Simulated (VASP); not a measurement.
Wanted: the native input for a VASP 6.6.1 run.

```yaml
Task: single point
Functional: PBEsol
Potentials_or_basis: VASP PAW PBE potentials, release 64 (Sn_d)
Cutoff: 520 eV
k_mesh: 8 × 8 × 8
Occupations: fermi-dirac, width 0.1 eV
Spin: no spin polarisation
Dipole_correction: no
Further_INCAR_settings: ALGO = Normal; EDIFF = 1e-06; NBANDS = 21
```

The structure of Sn lies in POSCAR:

```
Sn
1.0
    0.0000000000      3.1896438188      3.1896438188
    3.1896438188      0.0000000000      3.1896438188
    3.1896438188      3.1896438188      0.0000000000
Sn
2
Direct
    0.0000000000      0.0000000000      0.0000000000
    0.2500000000      0.2500000000      0.2500000000
```

These files were run (other wordings do the same):

INCAR

```
ALGO = Normal ; EDIFF = 1E-6
ENCUT = 520 ; GGA = PS
ISIF = 2 ; ISMEAR = -1
LASPH = T ; LCHARG = T
LELF = T ; LREAL = F
LVHAR = T ; LWAVE = F
NBANDS = 21 ; NELM = 60
PREC = Accurate ; SIGMA = 0.1
```

KPOINTS

```
k-points
0
Gamma
  8 8 8
```

Potentials or basis: VASP PAW PBE potentials, release 64 (Sn_d).

Launch:

```console
$ cat potpaw_PBE.64/Sn_d/POTCAR > POTCAR
$ mpirun -np 1 vasp_std > vasp.out
```

Results of the run:

```
Pressure               : 3.7 GPa
Band gap on the k mesh : zero (band 14 reaches 6.14 eV, above the bottom of band 15 at 6.09 eV)
```

Caveat: the PAW data sets were made with another functional, which shifts forces and pressure a little; spin-orbit coupling is left out, which moves the levels of the heavy elements.

Wall time 59 s on 1 thread of AMD EPYC 7R43 64-Core Processor (Zen 3) (shared host), peak memory 0.17 GiB.
